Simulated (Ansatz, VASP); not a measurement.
**Ge: VASP beside Ansatz**

```xyz
4
Lattice="4.0227 0.0000 0.0000 -2.0113 3.4838 0.0000 0.0000 0.0000 18.8685" Properties=species:S:1:pos:R:3 pbc="T T T"
Ge    0.0000    2.3225    5.1843
Ge    2.0113    1.1613    4.5000
Ge    0.2235    4.2579   10.2185
Ge   -1.7879    5.4192    9.5343
```

Alike in both runs: task single point; functional PBE; dispersion D3(BJ); k mesh 9 × 9 × 1; occupations gaussian, width 0.1 eV; no spin polarisation.

```csv
,VASP,Ansatz
version,VASP 6.6.1,Ansatz 0.2.0
potentials or method,"VASP PAW PBE potentials, release 64 (Ge_d), cutoff 520 eV","scalar-relativistic, plane waves, PAW"
valence electrons in the cell,56,56
```

|  | VASP | Ansatz | Ansatz less VASP |
| --- | --- | --- | --- |
| gap on the k mesh at the Fermi level (eV) | 0.21 | 0.21 | 0.000 |
| least direct gap on the mesh (eV) | 0.21 | 0.21 | 0.000 |
| rms of the force components (eV/Å) | 0.046 | 0.046 | +0.0002 |

Atom by atom the forces differ by 0.000 eV/Å (rms over components). Ansatz's warnings: xc potential rough in thin density.
